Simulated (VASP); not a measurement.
Input of a VASP 6.6.1 run:

INCAR

```
  PREC = Accurate
  ENCUT = 520
  EDIFF = 1E-6
  ISMEAR = 0
  SIGMA = 0.1
  LREAL = False
  LASPH = True
  NELM = 100
  ALGO = Normal
  ISIF = 2
  LWAVE = False
  LCHARG = True
  GGA = PE
  LELF = True
  LVHAR = True
  NBANDS = 20
```

The input KPOINTS:

```
Automatic mesh
0
Gamma
  12 12 12
```

POSCAR

```
BiAs2
1.0
    4.6934001676      0.0000000000      0.0000000000
   -2.3467000838      4.0646037753      0.0000000000
    0.0000000000      0.0000000000      3.7901301439
Bi As
1 2
Direct
    0.0000000000      0.0000000000      0.0000000000
    0.3333333333      0.6666666667      0.5000000000
    0.6666666667      0.3333333333      0.5000000000
```

Potentials or basis: VASP PAW PBE potentials, release 64 (Bi_d, As).

The run is started by

```sh
$ cat potpaw_PBE.64/Bi_d/POTCAR potpaw_PBE.64/As/POTCAR > POTCAR
$ mpirun -np 1 vasp_std > vasp.out
```

Predict the pressure.

0.0 GPa.
